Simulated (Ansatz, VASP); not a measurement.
# Two plane-wave programs on SiGe3

The input INCAR:

```
SYSTEM = SiGe3
PREC = Accurate ; ENCUT = 520
EDIFF = 1E-6 ; ISMEAR = 0
SIGMA = 0.01 ; LREAL = .False.
LASPH = .True. ; NELM = 60
ALGO = Normal ; ISIF = 2
LWAVE = .False. ; LCHARG = .True.
GGA = PE ; LELF = .True.
LVHAR = .True. ; NBANDS = 31
```

Contents of KPOINTS:

```
regular mesh
0
Gamma
  6 6 6
  0 0 0
```

POSCAR

```
SiGe3
1.0
    2.0271704385      1.1703873984      6.6186235148
   -2.0271704385      1.1703873984      6.6186235148
    0.0000000000     -2.3407747968      6.6186235148
Si Ge
1 3
Direct
    1.0000089734      0.0000089734      0.0000089734
    0.5000418458      0.5000418458      0.5000418458
    0.3732519593      0.3732519593      0.3732519593
    0.8766972216      0.8766972216      0.8766972216
```

Input for Ansatz:

```yaml
crystal:
  lattice:
    - [2.0271704385, 1.1703873984, 6.6186235148]
    - [-2.0271704385, 1.1703873984, 6.6186235148]
    - [0.0, -2.3407747968, 6.6186235148]
  atoms:
    - { symbol: Si, position: [1.0000089734, 8.9734e-06, 8.9734e-06] }
    - { symbol: Ge, position: [0.5000418458, 0.5000418458, 0.5000418458] }
    - { symbol: Ge, position: [0.3732519593, 0.3732519593, 0.3732519593] }
    - { symbol: Ge, position: [0.8766972216, 0.8766972216, 0.8766972216] }
kpoints:
  mp_grid: { grid: [6, 6, 6] }
hamiltonian:
  xc: pbe
scf:
  occupations: { method: fixed }
  n_extra_bands: 5
output:
  forces: true
  stress: true
  eigenvalues: true
```

Alike in both runs: task single point; functional PBE; k mesh 6 × 6 × 6; no spin polarisation.

|  | VASP | Ansatz |
| --- | --- | --- |
| version | VASP 6.6.1 | Ansatz 0.2.0 |
| potentials or method | VASP PAW PBE potentials, release 64 (Si, Ge_d) | plane waves, PAW |
| plane-wave cutoff (eV) | 520 | 420 |
| occupations | gaussian, width 0.01 eV | fixed |
| valence electrons in the cell | 46 | 46 |

|  | VASP | Ansatz | Ansatz less VASP |
| --- | --- | --- | --- |
| gap on the k mesh at the Fermi level (eV) | 0.05 | 0.05 | -0.003 |
| pressure (GPa) | -1.9 | -1.9 | +0.05 |
| traceless stress, the component that is largest in VASP (GPa) | -0.13 | -0.14 | -0.001 |
| rms of the force components (eV/Å) | 0.012 | 0.012 | +0.0001 |

Atom by atom the forces differ by 0.001 eV/Å (rms over components).
